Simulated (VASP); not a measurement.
Fe: single point with PBE0

Crystal: Fe.

```
CELL_PARAMETERS angstrom
-1.45349 1.45349 1.45349
1.45349 -1.45349 1.45349
1.45349 1.45349 -1.45349
ATOMIC_POSITIONS crystal
Fe 0.00000 0.00000 0.00000
```

| Item | Value |
| --- | --- |
| Program | VASP 6.6.1 |
| Task | single point |
| Functional | PBE0 |
| Potentials or basis | VASP PAW PBE potentials, release 64 (Fe) |
| Cutoff | 520 eV |
| k mesh | 7 × 7 × 7 |
| Occupations | fermi-dirac, width 0.05 eV |
| Spin | collinear spin, ferromagnetic start |
| Starting moments | [3.0] μB |

```yaml
Pressure: 0.4 GPa
Net_moment: 2.86 μB per cell
Site_moments: Fe +2.94 μB
Valence_electrons_inside_the_program's_atomic_spheres: Fe 7.14
```

Levels at points of the mesh, in eV from the Fermi level:
Spin up:
```
           k point  band 1  band 2  band 3  band 4  band 5  band 6  band 7  band 8  band 9  band 10
(0.00, 0.00, 0.00)   -9.74   -5.58   -5.58   -5.58   -4.41   -4.41   25.62   25.62   25.62    30.32
```
Spin down:
| k point | band 1 | band 2 | band 3 | band 4 | band 5 | band 6 | band 7 |
| --- | --- | --- | --- | --- | --- | --- | --- |
| (0.00, 0.00, 0.00) | -10.27 | 1.26 | 1.26 | 1.26 | 3.98 | 3.98 | 24.84 |

Wall time 44 min on 1 thread of AMD EPYC 7R43 64-Core Processor (Zen 3), with other jobs on the host, peak memory 0.11 GiB.

Caveat: the k points lie up to 0.44 Å⁻¹ apart; the PAW data sets were made with another functional, which shifts forces and pressure a little.
